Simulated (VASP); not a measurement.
Runs of VASP 6.6.1 on Ga. The structure is that of space group I4/mmm (No. 139), or close to it. The cells are those of the table. 

```csv
cell,further INCAR settings,gap on the mesh (eV),pressure (GPa)
"a = 3.056 Å, angles 127.2, 127.2, 78.0°, 1 atom",ALGO = Fast; EDIFF = 1e-07; NBANDS = 12,none,-1.3
"a = 3.020 Å, angles 125.6, 125.6, 80.6°, 1 atom",ALGO = Fast; EDIFF = 1e-06; NBANDS = 12,none,-1.4
"a = 2.897 Å, angles 118.5, 118.5, 92.7°, 1 atom",ALGO = Fast; EDIFF = 1e-06; NBANDS = 12,none,-1.4
"a = 3.135 Å, angles 130.1, 130.1, 73.2°, 1 atom",ALGO = Fast; EDIFF = 1e-07; NBANDS = 12,none,(a)
```

Alike in all rows: task single point; level LDA; potentials or basis VASP PAW LDA potentials, release 64 (Ga_d); no spin polarisation; k mesh 26 × 26 × 26; cutoff (eV) 520; smearing gaussian 0.15 eV.

Task: Estimate the missing entries.

Result: (a) -0.4.

A k mesh can miss the band edges, and the runs leave out spin-orbit coupling on Ga.

A gap of «none» marks levels without a gap at the run's occupations.
